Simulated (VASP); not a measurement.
# Cr (I4/mmm) in VASP: a series of runs

Runs on Cr. Level: PBE. Tasks: single point.

Program: VASP 6.6.1. These are calculated values, not measurements. Logs are shortened: lines on timing, memory, paths and dates and some standing lists are left out, and cuts for length are marked.

### 1 The cell of the first run

Symmetry: I4/mmm, No. 139, tetragonal system. The conventional cell has a = 2.905 Å, b = 2.905 Å, c = 2.817 Å, α = 90.00°, β = 90.00°, γ = 90.00°. Cr (site symmetry 4/mmm) has 14 Cr at 2.49 to 2.90 Å within 3.3 Å.

### 2 Single point, PBE (biaxial strain in the a-b plane: +2.0 %, then relaxed in part)

Contents of INCAR:

```
SYSTEM = Cr
PREC = Accurate
ENCUT = 520
EDIFF = 1E-6
ISMEAR = 0
SIGMA = 0.1
LREAL = .FALSE.
LASPH = .TRUE.
NELM = 80
ALGO = Fast
ISIF = 2
LWAVE = .FALSE.
LCHARG = .FALSE.
GGA = PE
NBANDS = 19
```

Contents of KPOINTS:

```
Automatic mesh
0
G
  18 18 18
  0 0 0
```

Contents of POSCAR:

```
Cr
1.0
    2.9047866166      0.0000000000      0.0000000000
    0.0000000000      2.9047866166      0.0000000000
    0.0000000000      0.0000000000      2.8167709259
Cr
2
Direct
    0.0000000000      0.0000000000      0.0000000000
    0.5000000000      0.5000000000      0.5000000000
```

Potentials or basis: VASP PAW PBE potentials, release 64 (Cr_pv).

Run with:

```sh
cat potpaw_PBE.64/Cr_pv/POTCAR > POTCAR
mpirun -np 1 vasp_std > vasp.out
```

OUTCAR:

```text
SYSTEM = Cr
   PREC = Accurate
   ENCUT = 520
   EDIFF = 1E-6
   ISMEAR = 0
   LREAL = .FALSE.
   LASPH = .TRUE.
   NELM = 80
   ISIF = 2
   GGA = PE

 ion  position               nearest neighbor table
   1  0.000  0.000  0.000-   2 2.49   2 2.49   2 2.49   2 2.49   2 2.49   2 2.49   2 2.49   2 2.49

   2  0.500  0.500  0.500-   1 2.49   1 2.49   1 2.49   1 2.49   1 2.49   1 2.49   1 2.49   1 2.49

  LATTYP: Found a simple tetragonal cell.
 ALAT       =     2.9047866166
 C/A-ratio  =     0.9696997741

  Lattice vectors:

 A1 = (   2.9047866166,   0.0000000000,   0.0000000000)
 A2 = (   0.0000000000,   2.9047866166,   0.0000000000)
 A3 = (   0.0000000000,   0.0000000000,   2.8167709259)

Analysis of symmetry for initial positions (statically):
=====================================================================
 Subroutine PRICEL returns following result:

  LATTYP: Found a body centered tetragonal cell.
 ALAT       =     2.9047866166
 C/A-ratio  =     0.9696997741

  Lattice vectors:

 A1 = (  -1.4523933083,  -1.4523933083,  -1.4083854629)
 A2 = (   1.4523933083,   1.4523933083,  -1.4083854630)
 A3 = (   1.4523933083,  -1.4523933083,   1.4083854629)

   2 primitive cells build up your supercell.

 Routine SETGRP: Setting up the symmetry group for a
 simple tetragonal supercell.

 Subroutine GETGRP returns: Found 16 space group operations
 (whereof 16 operations were pure point group operations)
 out of a pool of 16 trial point group operations.

The static configuration has the point symmetry D_4h.

Analysis of symmetry for dynamics (positions and initial velocities):
=====================================================================
 Subroutine PRICEL returns following result:

  LATTYP: Found a body centered tetragonal cell.
 ALAT       =     2.9047866166
 C/A-ratio  =     0.9696997741

  Lattice vectors:

 A1 = (  -1.4523933083,  -1.4523933083,  -1.4083854629)
 A2 = (   1.4523933083,   1.4523933083,  -1.4083854630)
 A3 = (   1.4523933083,  -1.4523933083,   1.4083854629)

   2 primitive cells build up your supercell.

 Routine SETGRP: Setting up the symmetry group for a
 simple tetragonal supercell.

 Subroutine GETGRP returns: Found 16 space group operations
 (whereof 16 operations were pure point group operations)
 out of a pool of 16 trial point group operations.

The dynamic configuration has the point symmetry D_4h.

 Subroutine INISYM returns: Found 16 space group operations
 (whereof 16 operations are pure point group operations),
 and found     2 'primitive' translations

----------------------------------------------------------------------------------------

                                     Primitive cell

  volume of cell :      11.8837

  direct lattice vectors                    reciprocal lattice vectors
    -1.452393308 -1.452393308 -1.408385463     0.000000000 -0.344259366 -0.355016445
     1.452393308  1.452393308 -1.408385463     0.344259366  0.000000000 -0.355016445
     1.452393308 -1.452393308  1.408385463     0.344259366 -0.344259366  0.000000000

  length of vectors
     2.490470288  2.490470288  2.490470288     0.494521170  0.494521170  0.486856265

  position of ions in fractional coordinates (direct lattice)
     0.000000000  0.000000000  0.000000000

  ion indices of the primitive-cell ions
   primitive index   ion index
                 1           1

----------------------------------------------------------------------------------------

 KPOINTS: Automatic mesh

Automatic generation of k-mesh.
 Grid dimensions read from file:
 generate k-points for:   18   18   18

 Generating k-lattice:

  Cartesian coordinates                     Fractional coordinates (reciprocal lattice)
     0.019125520  0.000000000  0.000000000     0.055555556  0.000000000  0.000000000
     0.000000000  0.019125520  0.000000000     0.000000000  0.055555556  0.000000000
     0.000000000  0.000000000  0.019723136     0.000000000  0.000000000  0.055555556

  Length of vectors
     0.019125520  0.019125520  0.019723136

  Shift w.r.t. Gamma in fractional coordinates (k-lattice)
     0.000000000  0.000000000  0.000000000

 Subroutine IBZKPT returns following result:
 ===========================================

 Found    550 irreducible k-points:

 Following reciprocal coordinates:
            Coordinates               Weight
  0.000000  0.000000  0.000000      1.000000
  0.055556  0.000000  0.000000      4.000000
  0.111111  0.000000  0.000000      4.000000
  0.166667  0.000000  0.000000      4.000000
  0.222222  0.000000  0.000000      4.000000
  0.277778  0.000000  0.000000      4.000000
[... 16 lines left out ...]
  0.277778  0.111111  0.000000      8.000000
  0.333333  0.111111  0.000000      8.000000
 [... further k-points ...]
   k-points           NKPTS =    550   k-points in BZ     NKDIM =    550   number of bands    NBANDS=     19
   number of dos      NEDOS =    301   number of ions     NIONS =      2
   total plane-waves  NPLWV =  13824
   dimension x,y,z NGX =    24 NGY =   24 NGZ =   24
   dimension x,y,z NGXF=    48 NGYF=   48 NGZF=   48
   ions per type =               2
   NGX,Y,Z   is equivalent  to a cutoff of  13.74, 13.74, 14.16 a.u.
   NGXF,Y,Z  is equivalent  to a cutoff of  27.47, 27.47, 28.33 a.u.
 SYSTEM =  Cr
   PREC   = accura    normal or accurate (medium, high low for compatibility)
   ISTART =      0    job   : 0-new  1-cont  2-samecut
   ICHARG =      2    charge: 1-file 2-atom 10-const
   ISPIN  =      1    spin polarized calculation?
   LNONCOLLINEAR =      F non collinear calculations
   LSORBIT =      F    spin-orbit coupling
   LASPH  =      T    aspherical Exc in radial PAW
   ENCUT  =  520.0 eV  38.22 Ry    6.18 a.u.   5.40  5.40  5.24*2*pi/ulx,y,z
   NELM   =     80;   NELMIN=  2; NELMDL= -5     # of ELM steps
   EDIFF  = 0.1E-05   stopping-criterion for ELM
   LREAL  =      F    real-space projection
[... 7 lines left out ...]
   TEBEG  =    0.0;   TEEND  =   0.0 temperature during run
   PSTRESS=    0.0 pullay stress
   NELECT =      24.0000    total number of electrons
   NUPDOWN=      -1.0000    fix difference up-down
   EMIN   =  10.00;   EMAX   =-10.00  energy-range for DOS
   EFERMI =   0.00;   METHOD = LEGACY
   ISMEAR =     0;   SIGMA  =   0.10  broadening in eV -4-tet -1-fermi 0-gaus
   EFERMI_NEDOS =   21; number of points for ismear=-14 and -15
   IALGO  =     68    algorithm
   IMIX   =      4    mixing-type and parameters
     AMIX     =   0.40;   BMIX     =  1.00
     AMIX_MAG =   1.60;   BMIX_MAG =  1.00
  volume/ion in A,a.u.               =      11.88        80.19
  Fermi-wavevector in a.u.,A,eV,Ry     =   1.642424  3.103731 36.702479  2.697556
  Thomas-Fermi vector in A             =   2.732729
   LORBIT       =      0    0 simple, 1 ext, 2 COOP (PROOUT), +10 PAW based schemes
   GGA     = PE    functional components
   LHFCALC =     F    Hartree Fock is set to
   AEXX    =    0.0000 exact exchange contribution
   IVDW    =     0    specifies the selected vdW correction
   LEPSILON=     F    determine dielectric tensor
   LRPA    =     F    only Hartree local field effects (RPA)
 non-spin polarized calculation
 RMM-DIIS sequential band-by-band and
 Gauss-broadening in eV      SIGMA  =   0.10
  energy-cutoff  :      520.00
  volume of cell :       23.77
 maximum number of plane-waves:       659
 NGX is ok and might be reduce to    24
   NGX = 11   NGY = 11   NGZ = 11

 number of electron      23.9999996 magnetization

 Free energy of the ion-electron system (eV)
  ---------------------------------------------------
  ext. energy  EPLUGINS =         0.00000000
  ---------------------------------------------------
  free energy    TOTEN  =       -19.00286628 eV

  energy without entropy =      -18.99530230  energy(sigma->0) =      -18.99908429

 E-fermi :  10.5835     XC(G=0): -13.5097

 val. band max:       10.5829280711   @ k =   0.2222   0.1111   0.0556
 cond. band min:      10.5859036575   @ k =   0.1111   0.0000   0.2778
 fundamental gap:      0.0029755864
 Fermi energy:        10.5835039716

 k-point     1 :       0.0000    0.0000    0.0000
  band No.  band energies     occupation
      1     -32.7905      2.00000
      2     -32.7905      2.00000
      3     -32.7254      2.00000
      4     -32.1981      2.00000
      5     -32.1981      2.00000
      6     -32.1829      2.00000
[... 11 lines left out ...]
     18      20.5554      0.00000
     19      20.5565      0.00000

 k-point     2 :       0.0556    0.0000    0.0000
  band No.  band energies     occupation
      1     -32.7903      2.00000
      2     -32.7858      2.00000
      3     -32.7211      2.00000
      4     -32.2070      2.00000
      5     -32.2024      2.00000
      6     -32.1868      2.00000
[... 11 lines left out ...]
     18      20.2252      0.00000
     19      20.7111      0.00000

 k-point     3 :       0.1111    0.0000    0.0000
  band No.  band energies     occupation
      1     -32.7889      2.00000
      2     -32.7719      2.00000
      3     -32.7082      2.00000
      4     -32.2330      2.00000
      5     -32.2151      2.00000
      6     -32.1983      2.00000
[... 11 lines left out ...]
     18      19.3844      0.00000
     19      21.1519      0.00000

 k-point     4 :       0.1667    0.0000    0.0000
  band No.  band energies     occupation
      1     -32.7856      2.00000
      2     -32.7491      2.00000
      3     -32.6873      2.00000
      4     -32.2741      2.00000
      5     -32.2359      2.00000
      6     -32.2173      2.00000
[... 11 lines left out ...]
     18      17.6570      0.00000
     19      18.2931      0.00000

 k-point     5 :       0.2222    0.0000    0.0000
  band No.  band energies     occupation
      1     -32.7786      2.00000
      2     -32.7183      2.00000
      3     -32.6589      2.00000
      4     -32.3271      2.00000
      5     -32.2642      2.00000
      6     -32.2431      2.00000
[... 11 lines left out ...]
     18      17.1148      0.00000
     19      17.6653      0.00000

 k-point     6 :       0.2778    0.0000    0.0000
  band No.  band energies     occupation
      1     -32.7663      2.00000
      2     -32.6805      2.00000
      3     -32.6241      2.00000
      4     -32.3883      2.00000
      5     -32.2994      2.00000
      6     -32.2752      2.00000
[... 11 lines left out ...]
     18      15.9767      0.00000
     19      17.6620      0.00000

 k-point     7 :       0.3333    0.0000    0.0000
  band No.  band energies     occupation
      1     -32.7469      2.00000
      2     -32.6370      2.00000
      3     -32.5841      2.00000
      4     -32.4534      2.00000
      5     -32.3405      2.00000
      6     -32.3126      2.00000
[... 11 lines left out ...]
     18      14.9357      0.00000
     19      17.6613      0.00000

 k-point     8 :       0.3889    0.0000    0.0000
  band No.  band energies     occupation
      1     -32.7189      2.00000
      2     -32.5892      2.00000
      3     -32.5402      2.00000
      4     -32.5185      2.00000
      5     -32.3864      2.00000
      6     -32.3545      2.00000
[... 256 lines left out ...]
 k-point    20 :       0.1111    0.1111    0.0000
  band No.  band energies     occupation
      1     -32.8198      2.00000
      2     -32.7225      2.00000
      3     -32.6919      2.00000
      4     -32.3001      2.00000
      5     -32.2127      2.00000
      6     -32.1972      2.00000
[... 11 lines left out ...]
     18      19.5423      0.00000
     19      20.2989      0.00000

 k-point    21 :       0.1667    0.1111    0.0000
  band No.  band energies     occupation
      1     -32.8310      2.00000
      2     -32.6874      2.00000
      3     -32.6721      2.00000
      4     -32.3536      2.00000
      5     -32.2304      2.00000
      6     -32.2024      2.00000
[... 11 lines left out ...]
     18      18.6340      0.00000
     19      20.6737      0.00000

 k-point    22 :       0.2222    0.1111    0.0000
  band No.  band energies     occupation
      1     -32.8361      2.00000
      2     -32.6477      2.00000
      3     -32.6452      2.00000
      4     -32.4151      2.00000
      5     -32.2544      2.00000
      6     -32.2181      2.00000
[... 11 lines left out ...]
     18      17.4569      0.00000
     19      17.6634      0.00000

 k-point    23 :       0.2778    0.1111    0.0000
  band No.  band energies     occupation
      1     -32.8336      2.00000
      2     -32.6124      2.00000
      3     -32.6040      2.00000
      4     -32.4815      2.00000
      5     -32.2844      2.00000
      6     -32.2431      2.00000
[... 11 lines left out ...]
     18      16.2881      0.00000
     19      17.6613      0.00000

 k-point    24 :       0.3333    0.1111    0.0000
  band No.  band energies     occupation
      1     -32.8223      2.00000
      2     -32.5746      2.00000
      3     -32.5570      2.00000
      4     -32.5490      2.00000
      5     -32.3194      2.00000
      6     -32.2760      2.00000
[... 11 lines left out ...]
     18      15.1992      0.00000
     19      17.6609      0.00000

 [... further k-points ...]

------------------------ aborting loop because EDIFF is reached ----------------------------------------

  FORCE on cell =-STRESS in cart. coord.  units (eV):
  Direction    XX          YY          ZZ          XY          YZ          ZX
  --------------------------------------------------------------------------------------
  -------------------------------------------------------------------------------------
  Total       -1.5651991     -1.5651991     -0.0764879      0.0000000      0.0000000     -0.0000000
  in kB     -105.5115933   -105.5115933     -5.1561265      0.0000000      0.0000000     -0.0000000
  external PRESSURE =     -72.0597710 kB  Pullay stress =       0.0000000 kB

 VOLUME and BASIS-vectors are now :
 -----------------------------------------------------------------------------
  energy-cutoff  :      520.00
  volume of cell :       23.77
      direct lattice vectors                 reciprocal lattice vectors
     2.904786617  0.000000000  0.000000000     0.344259366  0.000000000  0.000000000
     0.000000000  2.904786617  0.000000000     0.000000000  0.344259366  0.000000000
     0.000000000  0.000000000  2.816770926     0.000000000  0.000000000  0.355016445

 POSITION                                       TOTAL-FORCE (eV/Angst)
 -----------------------------------------------------------------------------------
      0.00000      0.00000      0.00000         0.000000      0.000000     -0.000000
      1.45239      1.45239      1.40839        -0.000000     -0.000000      0.000000
 -----------------------------------------------------------------------------------
    total drift:                                0.000000      0.000000     -0.000000

  FREE ENERGIE OF THE ION-ELECTRON SYSTEM (eV)
  ---------------------------------------------------
  free  energy   TOTEN  =       -19.0028662810 eV

  energy  without entropy=      -18.9953022965  energy(sigma->0) =      -18.99908429
```

Wall time 7.7 min (1 thread of AMD EPYC, shared host); peak memory 0.27 GiB.

Results:

| Quantity | Value |
| --- | --- |
| Free energy | -19.0029 eV |
| Pressure | -7.2 GPa |
| Band gap on the k mesh | zero (bands 12 and 13 overlap by 1.62 eV) |

Stress tensor (GPa, compression positive):
```
-10.55   0.00   0.00
  0.00 -10.55   0.00
  0.00   0.00  -0.52
```

Levels at points of the mesh, in eV from the Fermi level:
```tsv
k point	band 10	band 11	band 12	band 13	band 14	band 15
(0.00, 0.00, 0.00)	-1.05	-0.80	-0.80	0.95	1.21	2.32
(0.50, 0.00, 0.00)	-1.76	-0.46	-0.46	-0.26	-0.26	0.68
(0.50, 0.50, 0.00)	-2.17	0.86	0.86	0.90	0.90	1.33
(0.00, 0.00, 0.50)	-1.67	-0.50	-0.50	-0.50	-0.50	0.58
(0.50, 0.00, 0.50)	-2.47	1.12	1.12	1.13	1.13	1.51
(0.50, 0.50, 0.50)	-2.31	-2.18	-2.18	1.40	1.40	1.54
```

Caveat: the cell differs from its parent crystal (biaxial strain in the a-b plane: +2.0 %, then relaxed in part); the stress differs along the axes, from -11 to -1 GPa; the run has no spin polarisation, though such a crystal can be magnetic. Spin polarisation is off, so any magnetic state and its effect on volume and gap are missing.

(Continued in part 2 of 2.)
